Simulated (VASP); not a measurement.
# Au (I4/mmm) in VASP: notebook

Runs on Au. Level: PBEsol. Tasks: single point.

Everything below comes from runs of VASP 6.6.1. Logs are shortened: lines on timing, memory, paths and dates and some standing lists are left out, and cuts for length are marked.

## Step 1: The cell of the first run

It takes space group I4/mmm (No. 139, tetragonal). The conventional cell has a = 2.806 Å, b = 2.806 Å, c = 4.214 Å, α = 90.00°, β = 90.00°, γ = 90.00°. Within 3.7 Å of Au (site symmetry 4/mmm) lie 12 Au at 2.81 to 2.89 Å.

## Step 2: Single point, PBEsol (strain -0.030 along x and y, +0.030 along z)

File INCAR:

```
PREC = Accurate
ENCUT = 520
EDIFF = 1E-6
ISMEAR = 0
SIGMA = 0.15
LREAL = F
LASPH = T
NELM = 60
ALGO = Normal
ISIF = 2
LWAVE = F
LCHARG = T
GGA = PS
LELF = T
LVHAR = T
NBANDS = 12
```

File KPOINTS:

```
regular mesh
0
Gamma
  20 20 20
```

File POSCAR:

```
Au
1.0
    0.0000000000      1.9841350000      2.1068650000
    1.9841350000      0.0000000000      2.1068650000
    1.9841350000      1.9841350000      0.0000000000
Au
1
Direct
    0.0000000000      0.0000000000      0.0000000000
```

Potentials or basis: VASP PAW PBE potentials, release 64 (Au).

Launch:

```bash
$ cat potpaw_PBE.64/Au/POTCAR > POTCAR
$ mpirun -np 1 vasp_std > vasp.out
```

OUTCAR:

```text
PREC = Accurate
   ENCUT = 520
   EDIFF = 1E-6
   ISMEAR = 0
   LREAL = F
   LASPH = T
   NELM = 60
   ISIF = 2
   GGA = PS

 ion  position               nearest neighbor table
   1  0.000  0.000  0.000-

  LATTYP: Found a body centered tetragonal cell.
 ALAT       =     2.8059906266
 C/A-ratio  =     1.5016906899

  Lattice vectors:

 A1 = (  -1.9841350000,   0.0000000000,   2.1068650000)
 A2 = (   1.9841350000,   0.0000000000,   2.1068650000)
 A3 = (   0.0000000000,   1.9841350000,  -2.1068650000)

Analysis of symmetry for initial positions (statically):
=====================================================================
 Subroutine PRICEL returns:
 Original cell was already a primitive cell.

 Routine SETGRP: Setting up the symmetry group for a
 body centered tetragonal supercell.

 Subroutine GETGRP returns: Found 16 space group operations
 (whereof 16 operations were pure point group operations)
 out of a pool of 16 trial point group operations.

The static configuration has the point symmetry D_4h.

Analysis of symmetry for dynamics (positions and initial velocities):
=====================================================================
 Subroutine PRICEL returns:
 Original cell was already a primitive cell.

 Routine SETGRP: Setting up the symmetry group for a
 body centered tetragonal supercell.

 Subroutine GETGRP returns: Found 16 space group operations
 (whereof 16 operations were pure point group operations)
 out of a pool of 16 trial point group operations.

The dynamic configuration has the point symmetry D_4h.

 Subroutine INISYM returns: Found 16 space group operations
 (whereof 16 operations are pure point group operations),
 and found     1 'primitive' translations

----------------------------------------------------------------------------------------

                                     Primitive cell

  volume of cell :      16.5886

  direct lattice vectors                    reciprocal lattice vectors
     0.000000000  1.984135000  2.106865000    -0.251998982  0.251998982  0.237319430
     1.984135000  0.000000000  2.106865000     0.251998982 -0.251998982  0.237319430
     1.984135000  1.984135000  0.000000000     0.251998982  0.251998982 -0.237319430

  length of vectors
     2.894075297  2.894075297  2.805990627     0.428167590  0.428167590  0.428167590

  position of ions in fractional coordinates (direct lattice)
     0.000000000  0.000000000  0.000000000

  ion indices of the primitive-cell ions
   primitive index   ion index
                 1           1

----------------------------------------------------------------------------------------

 KPOINTS: regular mesh

Automatic generation of k-mesh.
 Grid dimensions read from file:
 generate k-points for:   20   20   20

 Generating k-lattice:

  Cartesian coordinates                     Fractional coordinates (reciprocal lattice)
    -0.012599949  0.012599949  0.011865971     0.050000000 -0.000000000  0.000000000
     0.012599949 -0.012599949  0.011865971    -0.000000000  0.050000000  0.000000000
     0.012599949  0.012599949 -0.011865971     0.000000000  0.000000000  0.050000000

  Length of vectors
     0.021408380  0.021408380  0.021408380

  Shift w.r.t. Gamma in fractional coordinates (k-lattice)
     0.000000000  0.000000000  0.000000000

 Subroutine IBZKPT returns following result:
 ===========================================

 Found    641 irreducible k-points:

 Following reciprocal coordinates:
            Coordinates               Weight
  0.000000  0.000000  0.000000      1.000000
  0.050000 -0.000000  0.000000      8.000000
  0.100000 -0.000000  0.000000      8.000000
  0.150000  0.000000  0.000000      8.000000
  0.200000 -0.000000  0.000000      8.000000
  0.250000 -0.000000  0.000000      8.000000
[... 16 lines left out ...]
 -0.400000  0.050000  0.000000      8.000000
 -0.350000  0.050000  0.000000      8.000000
 [... further k-points ...]
   k-points           NKPTS =    641   k-points in BZ     NKDIM =    641   number of bands    NBANDS=     12
   number of dos      NEDOS =    301   number of ions     NIONS =      1
   total plane-waves  NPLWV =  13824
   dimension x,y,z NGX =    24 NGY =   24 NGZ =   24
   dimension x,y,z NGXF=    48 NGYF=   48 NGZF=   48
   ions per type =               1
   NGX,Y,Z   is equivalent  to a cutoff of  13.79, 13.79, 14.22 a.u.
   NGXF,Y,Z  is equivalent  to a cutoff of  27.57, 27.57, 28.44 a.u.
 SYSTEM =  unknown system
   PREC   = accura    normal or accurate (medium, high low for compatibility)
   ISTART =      0    job   : 0-new  1-cont  2-samecut
   ICHARG =      2    charge: 1-file 2-atom 10-const
   ISPIN  =      1    spin polarized calculation?
   LNONCOLLINEAR =      F non collinear calculations
   LSORBIT =      F    spin-orbit coupling
   LASPH  =      T    aspherical Exc in radial PAW
   ENCUT  =  520.0 eV  38.22 Ry    6.18 a.u.   5.38  5.38  5.22*2*pi/ulx,y,z
[... 65 lines left out ...]
      7      24.2516      0.00000
      8      27.6337      0.00000
      9      28.7110      0.00000
     10      28.7110      0.00000
     11      33.3623      0.00000
     12      37.8744      0.00000

 k-point     2 :       0.0500   -0.0000    0.0000
  band No.  band energies     occupation
      1      -0.3851      2.00000
      2       4.5453      2.00000
      3       5.0964      2.00000
      4       5.1446      2.00000
      5       6.1649      2.00000
      6       6.7902      2.00000
      7      24.3627      0.00000
      8      27.4765      0.00000
      9      28.3773      0.00000
     10      28.8236      0.00000
     11      33.9080      0.00000
     12      36.3312      0.00000

 k-point     3 :       0.1000   -0.0000    0.0000
  band No.  band energies     occupation
      1      -0.1212      2.00000
      2       4.5778      2.00000
      3       5.0622      2.00000
      4       5.2308      2.00000
      5       6.1567      2.00000
      6       6.7340      2.00000
      7      24.6446      0.00000
      8      26.4498      0.00000
      9      28.4254      0.00000
     10      29.1456      0.00000
     11      33.8693      0.00000
     12      35.7195      0.00000

 k-point     4 :       0.1500    0.0000    0.0000
  band No.  band energies     occupation
      1       0.2968      2.00000
      2       4.5896      2.00000
      3       5.0409      2.00000
      4       5.3457      2.00000
      5       6.1918      2.00000
      6       6.6749      2.00000
      7      24.5505      0.00000
      8      25.3742      0.00000
      9      28.8750      0.00000
     10      29.6213      0.00000
     11      32.4405      0.00000
     12      34.9374      0.00000

 k-point     5 :       0.2000   -0.0000    0.0000
  band No.  band energies     occupation
      1       0.8243      2.00000
      2       4.6022      2.00000
      3       5.0182      2.00000
      4       5.4396      2.00000
      5       6.3267      2.00000
      6       6.6672      2.00000
      7      22.9614      0.00000
      8      25.4448      0.00000
      9      29.4232      0.00000
     10      30.1133      0.00000
     11      31.4559      0.00000
     12      33.5299      0.00000
[... 228 lines left out ...]
      1       2.2165      2.00000
      2       4.5665      2.00000
      3       5.1855      2.00000
      4       7.3448      2.00000
      5       7.6551      2.00000
      6       9.0657      2.00000
      7      13.0679      0.00000
      8      23.4596      0.00000
      9      26.3997      0.00000
     10      27.5377      0.00000
     11      34.3249      0.00000
     12      35.5531      0.00000

 k-point    22 :      -0.4500    0.0500    0.0000
  band No.  band energies     occupation
      1       2.2191      2.00000
      2       4.5840      2.00000
      3       5.1810      2.00000
      4       7.2933      2.00000
      5       7.5787      2.00000
      6       9.0244      2.00000
      7      13.2431      0.00000
      8      23.4598      0.00000
      9      26.2768      0.00000
     10      27.8333      0.00000
     11      34.1812      0.00000
     12      35.6479      0.00000

 k-point    23 :      -0.4000    0.0500    0.0000
  band No.  band energies     occupation
      1       2.2164      2.00000
      2       4.6382      2.00000
      3       5.2200      2.00000
      4       6.8152      2.00000
      5       7.3997      2.00000
      6       8.3880      2.00000
      7      14.5989      0.00000
      8      23.6524      0.00000
      9      26.5017      0.00000
     10      28.4497      0.00000
     11      33.6855      0.00000
     12      35.4319      0.00000

 k-point    24 :      -0.3500    0.0500    0.0000
  band No.  band energies     occupation
      1       2.1706      2.00000
      2       4.7176      2.00000
      3       5.2966      2.00000
      4       6.0177      2.00000
      5       7.1485      2.00000
      6       7.8335      2.00000
      7      16.3994      0.00000
      8      24.0164      0.00000
      9      27.0293      0.00000
     10      29.3557      0.00000
     11      32.8679      0.00000
     12      34.4228      0.00000

 [... further k-points ...]

------------------------ aborting loop because EDIFF is reached ----------------------------------------

  FORCE on cell =-STRESS in cart. coord.  units (eV):
  Direction    XX          YY          ZZ          XY          YZ          ZX
  --------------------------------------------------------------------------------------
  -------------------------------------------------------------------------------------
  Total        0.5694393      0.5694393      0.3044270      0.0000000     -0.0000000     -0.0000000
  in kB       54.9982539     54.9982539     29.4025211      0.0000000     -0.0000000     -0.0000000
  external PRESSURE =      46.4663429 kB  Pullay stress =       0.0000000 kB

 VOLUME and BASIS-vectors are now :
 -----------------------------------------------------------------------------
  energy-cutoff  :      520.00
  volume of cell :       16.59
      direct lattice vectors                 reciprocal lattice vectors
     0.000000000  1.984135000  2.106865000    -0.251998982  0.251998982  0.237319430
     1.984135000  0.000000000  2.106865000     0.251998982 -0.251998982  0.237319430
     1.984135000  1.984135000  0.000000000     0.251998982  0.251998982 -0.237319430

 POSITION                                       TOTAL-FORCE (eV/Angst)
 -----------------------------------------------------------------------------------
      0.00000      0.00000      0.00000         0.000000      0.000000      0.000000
 -----------------------------------------------------------------------------------
    total drift:                               -0.000000      0.000000     -0.000000

  FREE ENERGIE OF THE ION-ELECTRON SYSTEM (eV)
  ---------------------------------------------------
  free  energy   TOTEN  =        -3.9151511025 eV

  energy  without entropy=       -3.9119182663  energy(sigma->0) =       -3.91353468
```

Run time: 52 s. Hardware: 1 thread of Intel Xeon Platinum 8488C (Sapphire Rapids), shared host; peak memory 0.25 GiB.

Results:

```yaml
Free_energy: -3.9152 eV
Pressure: 4.6 GPa
```

Stress tensor (GPa, compression positive):
```
5.50 0.00 0.00
0.00 5.50 0.00
0.00 0.00 2.94
```

Levels at points of the mesh, in eV from the Fermi level:
```csv
k point,band 3,band 4,band 5,band 6,band 7,band 8,band 9,band 10
"(0.00, 0.00, 0.00)",-4.65,-4.65,-3.59,-2.95,14.49,17.87,18.95,18.95
"(0.50, 0.00, 0.00)",-4.63,-2.11,-1.87,-1.17,3.20,13.70,16.84,17.95
"(0.50, 0.50, 0.00)",-2.00,-1.69,-1.69,0.19,5.01,10.73,10.73,18.08
"(0.50, 0.00, 0.50)",-2.07,-1.89,-1.41,1.22,6.44,9.61,9.75,17.21
```

Caveat: the cell differs from its parent crystal (strain -0.030 along x and y, +0.030 along z); the PAW data sets were made with another functional, which shifts forces and pressure a little; spin-orbit coupling is left out, which moves the levels of the heavy elements.

## Step 3: Single point, PBEsol (strain +0.000 along x and y, -0.030 along z)

File INCAR:

```
  PREC = Accurate
  ENCUT = 520
  EDIFF = 1E-6
  ISMEAR = 0
  SIGMA = 0.15
  LREAL = False
  LASPH = True
  NELM = 60
  ALGO = Normal
  ISIF = 2
  LWAVE = False
  LCHARG = False
  GGA = PS
  NBANDS = 12
```

File KPOINTS:

```
Automatic mesh
0
Gamma
  20 20 20
```

File POSCAR:

```
Au
1.0
    0.0000000000      2.0455000000      1.9841350000
    2.0455000000      0.0000000000      1.9841350000
    2.0455000000      2.0455000000      0.0000000000
Au
1
Direct
    0.0000000000      0.0000000000      0.0000000000
```

Potentials or basis: VASP PAW PBE potentials, release 64 (Au).

Launch:

```bash
$ cat potpaw_PBE.64/Au/POTCAR > POTCAR
$ mpirun -np 1 vasp_std > vasp.out
```

Run time: 52 s. Hardware: 1 thread of Intel Xeon Platinum 8488C (Sapphire Rapids), shared host; peak memory 0.24 GiB.

It converged, with:

* Free energy: -3.9194 eV
* Pressure: 4.4 GPa

Stress tensor (GPa, compression positive):
```
4.05 0.00 0.00
0.00 4.05 0.00
0.00 0.00 4.99
```

Levels at points of the mesh, in eV from the Fermi level:
| k point | band 4 | band 5 | band 6 | band 7 | band 8 | band 9 |
| --- | --- | --- | --- | --- | --- | --- |
| (0.00, 0.00, 0.00) | -4.63 | -3.37 | -3.07 | 14.48 | 18.42 | 18.42 |
| (0.50, 0.00, 0.00) | -2.03 | -1.89 | -1.14 | 3.21 | 13.88 | 16.96 |
| (0.50, 0.50, 0.00) | -1.61 | -1.61 | 1.25 | 6.45 | 9.67 | 9.67 |
| (0.50, 0.00, 0.50) | -1.74 | -1.52 | 0.71 | 5.73 | 10.18 | 10.27 |

Caveat: the cell differs from its parent crystal (strain +0.000 along x and y, -0.030 along z); the PAW data sets were made with another functional, which shifts forces and pressure a little; spin-orbit coupling is left out, which moves the levels of the heavy elements.

## Step 4: Single point, PBEsol (strain -0.015 along x and y, +0.000 along z)

File INCAR:

```
SYSTEM = Au
PREC = Accurate ; ENCUT = 520
EDIFF = 1E-6 ; ISMEAR = 0
SIGMA = 0.15 ; LREAL = .FALSE.
LASPH = .TRUE. ; NELM = 100
ALGO = Normal ; ISIF = 2
LWAVE = .FALSE. ; LCHARG = .FALSE.
GGA = PS ; NBANDS = 12
```

File KPOINTS:

```
regular mesh
0
G
  20 20 20
  0 0 0
```

File POSCAR:

```
Au
1.0
    0.0000000000      2.0148175000      2.0455000000
    2.0148175000      0.0000000000      2.0455000000
    2.0148175000      2.0148175000      0.0000000000
Au
1
Direct
    0.0000000000      0.0000000000      0.0000000000
```

Launch:

```bash
$ cat potpaw_PBE.64/Au/POTCAR > POTCAR
$ mpirun -np 1 vasp_std > vasp.out
```

Wall time 49 s (1 thread of Intel Xeon Platinum 8488C (Sapphire Rapids), shared host); peak memory 0.24 GiB.

It converged, with:

- Free energy: -3.9203 eV
- Pressure: 4.3 GPa

Stress tensor (GPa, compression positive):
```
4.48 0.00 0.00
0.00 4.48 0.00
0.00 0.00 3.93
```

Levels at points of the mesh, in eV from the Fermi level:
```tsv
k point	band 3	band 4	band 5	band 6	band 7	band 8	band 9	band 10
(0.00, 0.00, 0.00)	-4.76	-4.76	-3.28	-3.13	14.48	18.44	18.71	18.71
(0.50, 0.00, 0.00)	-4.78	-1.98	-1.91	-1.13	3.21	13.91	17.15	17.47
(0.50, 0.50, 0.00)	-1.98	-1.62	-1.62	0.72	5.74	10.22	10.22	17.62
(0.50, 0.00, 0.50)	-1.99	-1.66	-1.55	0.99	6.09	9.94	9.98	17.39
```

Caveat: the cell differs from its parent crystal (strain -0.015 along x and y, +0.000 along z); the PAW data sets were made with another functional, which shifts forces and pressure a little; spin-orbit coupling is left out, which moves the levels of the heavy elements.

## Step 5: Single point, PBEsol (strain +0.000 along x and y, -0.015 along z)

File INCAR:

```
SYSTEM = Au
ALGO     = Fast           ! electronic algorithm
EDIFF    = 1E-6           ! SCF threshold, eV
ENCUT    = 520            ! plane-wave cutoff, eV
GGA      = PS             ! functional
ISIF     = 2              ! what is computed and relaxed
ISMEAR   = 0              ! smearing method
LASPH    = .TRUE.         ! aspherical terms in the spheres
LCHARG   = .FALSE.        ! write CHGCAR
LREAL    = .FALSE.        ! projectors in reciprocal space
LWAVE    = .FALSE.        ! write WAVECAR
NBANDS   = 12             ! bands
NELM     = 80             ! most SCF steps
PREC     = Accurate       ! precision mode
SIGMA    = 0.15           ! smearing width, eV
```

File KPOINTS:

```
k-points
0
G
  20 20 20
  0 0 0
```

File POSCAR:

```
Au
1.0
    0.0000000000      2.0455000000      2.0148175000
    2.0455000000      0.0000000000      2.0148175000
    2.0455000000      2.0455000000      0.0000000000
Au
1
Direct
    0.0000000000      0.0000000000      0.0000000000
```

Launch:

```bash
$ cat potpaw_PBE.64/Au/POTCAR > POTCAR
$ mpirun -np 1 vasp_std > vasp.out
```

Run time: 60 s. Hardware: 1 thread of Intel Xeon Platinum 8488C (Sapphire Rapids), shared host; peak memory 0.24 GiB.

It converged, with:

| Property | Result |
| --- | --- |
| Free energy | -3.9250 eV |
| Pressure | 1.5 GPa |

Stress tensor (GPa, compression positive):
```
1.32 0.00 0.00
0.00 1.32 0.00
0.00 0.00 1.81
```

Levels at points of the mesh, in eV from the Fermi level:
| k point | band 3 | band 4 | band 5 | band 6 | band 7 | band 8 | band 9 | band 10 |
| --- | --- | --- | --- | --- | --- | --- | --- | --- |
| (0.00, 0.00, 0.00) | -4.76 | -4.63 | -3.23 | -3.08 | 14.51 | 18.47 | 18.47 | 18.74 |
| (0.50, 0.00, 0.00) | -4.69 | -1.96 | -1.90 | -1.06 | 3.13 | 13.94 | 17.03 | 17.37 |
| (0.50, 0.50, 0.00) | -1.98 | -1.60 | -1.60 | 1.12 | 6.09 | 9.83 | 9.83 | 17.15 |
| (0.50, 0.00, 0.50) | -1.97 | -1.66 | -1.55 | 0.86 | 5.74 | 10.08 | 10.12 | 17.39 |

Caveat: the cell differs from its parent crystal (strain +0.000 along x and y, -0.015 along z); the PAW data sets were made with another functional, which shifts forces and pressure a little; spin-orbit coupling is left out, which moves the levels of the heavy elements.

## Step 6: The runs side by side

| cell | gap on the mesh (eV) | pressure (GPa) |
| --- | --- | --- |
| a = 2.894, b = 2.894, c = 2.806 Å, angles 61.0, 61.0, 58.0°, 1 atom | none | 4.6 |
| a = 2.850, b = 2.850, c = 2.893 Å, angles 59.5, 59.5, 61.0°, 1 atom | none | 4.4 |
| a = 2.871, b = 2.871, c = 2.849 Å, angles 60.3, 60.3, 59.5°, 1 atom | none | 4.3 |
| a = 2.871, b = 2.871, c = 2.893 Å, angles 59.8, 59.8, 60.5°, 1 atom | none | 1.5 |

Alike in all rows: task single point; level PBEsol; potentials or basis VASP PAW PBE potentials, release 64 (Au); no spin polarisation; k mesh 20 × 20 × 20; cutoff (eV) 520; smearing gaussian 0.15 eV.

Caveats: the PAW data sets were made with another functional, which shifts forces and pressure a little; spin-orbit coupling is left out, which moves the levels of the heavy elements.

Total energies depend on the potentials used, so only differences within one code and one set of settings carry meaning.
